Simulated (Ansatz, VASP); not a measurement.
AlN: VASP beside Ansatz

POSCAR

```
AlN
1.0
    0.0382357610      2.1849006282      2.1849006282
    2.1849006282      0.0382357610      2.1849006282
    2.2231363892      2.2231363892      0.0000000000
Al N
1 1
Direct
    0.0000000000      0.0000000000      0.0000000000
    0.7500000000      0.7500000000      0.7500000000
```

The input INCAR.step1:

```
  ALGO = Normal
  EDIFF = 1E-4
  ENCUT = 520
  GGA = PE
  ISMEAR = 0
  LASPH = T
  LCHARG = F
  LREAL = F
  LWAVE = T
  NBANDS = 11
  NELM = 60
  PREC = Accurate
  SIGMA = 0.05
```

Contents of INCAR.step2:

```
  ALGO = Normal
  EDIFF = 1E-6
  ENCUT = 520
  ISIF = 2
  ISMEAR = 0
  ISTART = 1
  LASPH = T
  LCHARG = F
  LMIXTAU = T
  LREAL = F
  LWAVE = F
  METAGGA = R2SCAN
  NBANDS = 11
  NELM = 60
  PREC = Accurate
  SIGMA = 0.05
```

The input KPOINTS:

```
k-points
0
Gamma
  10 10 10
```

Input for Ansatz:

```yaml
crystal:
  lattice:
    - [0.038235761, 2.1849006282, 2.1849006282]
    - [2.1849006282, 0.038235761, 2.1849006282]
    - [2.2231363892, 2.2231363892, 0.0]
  atoms:
    - { symbol: Al, position: [0.0, 0.0, 0.0] }
    - { symbol: "N", position: [0.75, 0.75, 0.75] }
basis:
  ecutwfc: 500
kpoints:
  mp_grid: { grid: [10, 10, 10] }
hamiltonian:
  xc: r2scan
scf:
  occupations: { method: gaussian, width: 0.05 }
output:
  forces: true
  stress: true
  eigenvalues: true
  write_density: true
  write_potential: true
  elf: true
  volumetric_format: npy
```

Change from the starting cell: strain +0.0350 x Voigt [0, 0, 0, 0, 0, 1], atoms carried along.

Alike in both runs: task single point; functional r2SCAN; k mesh 10 × 10 × 10; occupations gaussian, width 0.05 eV; no spin polarisation.

|  | VASP | Ansatz |
| --- | --- | --- |
| version | VASP 6.6.1 | Ansatz 0.2.0 |
| potentials or method | VASP PAW PBE potentials, release 64 (Al, N), cutoff 520 eV | scalar-relativistic, plane waves, PAW |
| valence electrons in the cell | 8 | 8 |

|  | VASP | Ansatz | Ansatz less VASP |
| --- | --- | --- | --- |
| gap on the k mesh at the Fermi level (eV) | 3.81 | 3.82 | +0.008 |
| least direct gap on the mesh (eV) | 4.76 | 4.72 | -0.038 |
| pressure (GPa) | -0.1 | 0.3 | +0.39 |
| traceless stress, the component that is largest in VASP (GPa) | -8.31 | -8.22 | +0.093 |
| rms of the force components (eV/Å) | 0.177 | 0.174 | -0.0031 |

VASP's potentials were made for PBE, not for r2SCAN. Atom by atom the forces differ by 0.003 eV/Å (rms over components).
